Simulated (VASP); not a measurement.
## AlRu: single point with r2SCAN

AlRu:

```
Al Ru
1.0
     2.99160    0.00000    0.00000
     0.00000    2.99160    0.00000
     0.00000    0.00000    2.99160
Al Ru
1 1
Direct
  0.00000 0.00000 0.00000
  0.50000 0.50000 0.50000
```

```yaml
Program: VASP 6.6.1
Task: single point
Functional: r2SCAN
Potentials_or_basis: VASP PAW PBE potentials, release 64 (Al, Ru_pv)
Cutoff: 520 eV
k_mesh: 16 × 16 × 16
Occupations: gaussian, width 0.15 eV
Spin: no spin polarisation
Dipole_correction: no
Further_INCAR_settings: ALGO = Normal; EDIFF = 1e-07; NBANDS = 16
```

The pressure is -1.8 GPa.

Levels at points of the mesh, in eV from the Fermi level:
```tsv
k point	band 5	band 6	band 7	band 8	band 9	band 10	band 11	band 12	band 13	band 14
(0.00, 0.00, 0.00)	-3.69	-3.69	0.16	0.16	0.16	6.50	6.50	6.50	10.35	11.46
(0.50, 0.00, 0.00)	-5.71	-2.81	-1.71	-1.71	0.42	2.50	7.73	10.35	11.60	11.60
(0.50, 0.50, 0.00)	-3.16	-1.49	-1.49	-1.26	-1.26	1.71	5.64	6.74	10.35	11.41
(0.50, 0.50, 0.50)	-4.93	-4.93	1.81	1.81	3.18	4.31	4.31	4.31	8.95	8.95
```

Run time: 81 s on 1 thread of Intel(R) Xeon(R) 6975P-C (Granite Rapids), with other jobs on the host, peak memory 0.19 GiB.

Caveat: the PAW data sets were made with another functional, which shifts forces and pressure a little.
